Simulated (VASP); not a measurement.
Here is a VASP 6.6.1 calculation.

INCAR

```
ALGO = Normal ; EDIFF = 1E-6
ENCUT = 520 ; GGA = PE
ISIF = 2 ; ISMEAR = 0
ISPIN = 2 ; LASPH = True
LCHARG = False ; LMAXMIX = 4
LORBIT = 11 ; LREAL = Auto
LUSENCCL = False ; LWAVE = False
MAGMOM = 0 0 0 0 0 0 0 0 0 0 0 0 0 0 0 0 0 0 0 0 0 0 0 0 0 0 0 0 0 0 0 0 0 0 0 0 0 0 0 0 0 0 0 0 0 0 0 0 ; NBANDS = 133
NELM = 150 ; PREC = Accurate
SIGMA = 0.05
```

File KPOINTS:

```
k-points
0
Gamma
  2 2 2
```

File POSCAR:

```
HfC47
1.0
    3.7050000000     -2.1390830000     -6.7900000000
    3.7050000000     -2.1390830000      6.7900000000
   -7.4100000000     -4.2781650000      0.0000000000
Hf C
1 47
Direct
    0.1578845706     -0.0314299201      0.0624246585
    0.5099336742      0.5326638754      0.0163852032
    0.6852005099      0.6842612575      0.8470775833
    0.1767202836      0.2027814116      0.8466879232
    0.3399476409      0.3687733401      0.6833357914
    0.8502754468      0.8498078145      0.6819736576
    0.0055517631      0.0328150194      0.5185472512
    0.5093322372      0.5260932994      0.5149284447
    0.6721446750      0.7001810680      0.3515912012
    0.1683288683      0.2020931074      0.3537727126
    0.3414111796      0.3716859510      0.1823726289
    0.8352021984      0.8637947487      0.1868659636
    0.7286063210      0.2277977315     -0.0190302684
    0.2414076286      0.7127611960     -0.0198746430
    0.3982913965      0.8914984892      0.8134511333
    0.8962295823      0.3913184705      0.8136629065
    0.0624397715      0.5593645335      0.6466602814
    0.5609503357      0.0623733066      0.6475792808
    0.7292224632      0.2281101894      0.4813681423
    0.2269252178      0.7296513859      0.4811186677
    0.4004612611      0.8894165764      0.3152537795
    0.8928585684      0.3965164821      0.3142933388
    0.0632079165      0.5577814237      0.1476444186
    0.5683194532      0.0565028764      0.1477370521
    0.1878617304      0.2087441602      0.0131313692
    0.6789148615      0.6917863679      0.0162598360
    0.8635955059      0.8240577105      0.8409656590
    0.3414681897      0.3696062187      0.8484507643
    0.5101183689      0.5281692614      0.6819243933
    1.0119430730      0.0261959701      0.6825352652
    0.1706858016      0.2041593111      0.5204207354
    0.6757393584      0.6939062433      0.5164176220
    0.8360087000      0.8665212559      0.3527451996
    0.3398484523      0.3641899452      0.3492705740
    0.5085622630      0.5377522908      0.1845807327
    1.0033146798      0.0287213465      0.1953779329
    0.5654028913      0.0588933347     -0.0193552545
    0.0665853656      0.5537145167     -0.0193185911
    0.2342659353      0.7214431041      0.8130780079
    0.7280384685      0.2284095668      0.8141568102
    0.8956424001      0.3931039125      0.6471272761
    0.3944461899      0.8951959316      0.6474470165
    0.5631001524      0.0609972758      0.4817983197
    0.0595247521      0.5632779159      0.4810351886
    0.2298765694      0.7259619751      0.3149269723
    0.7295583952      0.2283846245      0.3146859727
    0.8940028114      0.3950376026      0.1474663299
    0.4103103257      0.8810312205      0.1486119066
```

Potentials or basis: VASP PAW PBE potentials, release 64 (Hf_pv, C).

Launch:

```console
$ cat potpaw_PBE.64/Hf_pv/POTCAR potpaw_PBE.64/C/POTCAR > POTCAR
$ mpirun -np 1 vasp_std > vasp.out
```

Q: Predict the net moment.

A: 0.00 μB per cell.

Q: Estimate the band gap on the k mesh.

A: 0.26 eV.

Stress tensor (GPa, compression positive):
```
 6.87  0.02  0.05
 0.02  4.44 -0.37
 0.05 -0.37  4.44
```

Caveat: the k points lie up to 0.48 Å⁻¹ apart; spin-orbit coupling is left out, which moves the levels of the heavy elements.
